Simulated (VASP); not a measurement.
SiSbTe3:

```
Si Sb Te
1.0
     5.06685    0.00000    0.00000
    -2.53342    4.38802    0.00000
     0.00000    0.00000    6.08124
Si Sb Te
1 1 3
Direct
  0.00000 0.00000 0.50000
  0.33333 0.66667 0.00000
  0.66667 0.33333 0.24892
  0.66667 0.33333 0.75108
  0.00000 0.00000 0.00000
```

The cell was generated, and may not be a known phase.

| Quantity | Value |
| --- | --- |
| Program | VASP 6.6.1 |
| Task | relaxation of cell and atoms |
| Functional | PBE |
| Potentials or basis | VASP PAW PBE potentials, release 64 (Si, Sb, Te) |
| Cutoff | 600 eV |
| k mesh | 6 × 6 × 4 |
| Occupations | gaussian, width 0.1 eV |
| Spin | no spin polarisation |

At the start: pressure 7.3 GPa; volume 27.04 Å³/atom.

Where does the relaxation end?

Over 7 steps the energy falls by 107.5 meV/atom and the volume is 30.54 Å³/atom (+12.9 %); space group P-6m2 (No. 187, to 0.1 Å) before and after.

Step by step:
```csv
step,energy change (eV),largest force (eV/Å),pressure (GPa),volume (Å³)
1,0.0000,1.3560,7.26,135.21
2,-0.4601,0.4006,-2.14,160.55
3,-0.4920,0.5460,-0.67,154.50
4,-0.5307,0.2169,-0.15,152.78
5,-0.5334,0.0801,0.04,152.23
6,-0.5348,0.0618,0.02,152.35
7,-0.5373,0.0226,-0.06,152.70
```

Final structure:
```cif
data_structure
_symmetry_space_group_name_H-M 'P 1'
_symmetry_Int_Tables_number 1
_cell_length_a 5.3529
_cell_length_b 5.3529
_cell_length_c 6.1538
_cell_angle_alpha 90.000
_cell_angle_beta 90.000
_cell_angle_gamma 120.000
_cell_volume 152.70
loop_
_atom_site_label
_atom_site_type_symbol
_atom_site_fract_x
_atom_site_fract_y
_atom_site_fract_z
_atom_site_occupancy
Si1 Si 0.00000 0.00000 0.50000 1
Sb1 Sb 0.33333 0.66667 0.00000 1
Te1 Te 0.66667 0.33333 0.26637 1
Te2 Te 0.66667 0.33333 0.73363 1
Te3 Te 0.00000 0.00000 0.00000 1
```

Caveat: an odd number of electrons without spin polarisation forces a metal; a magnetic or distorted state may lie lower.
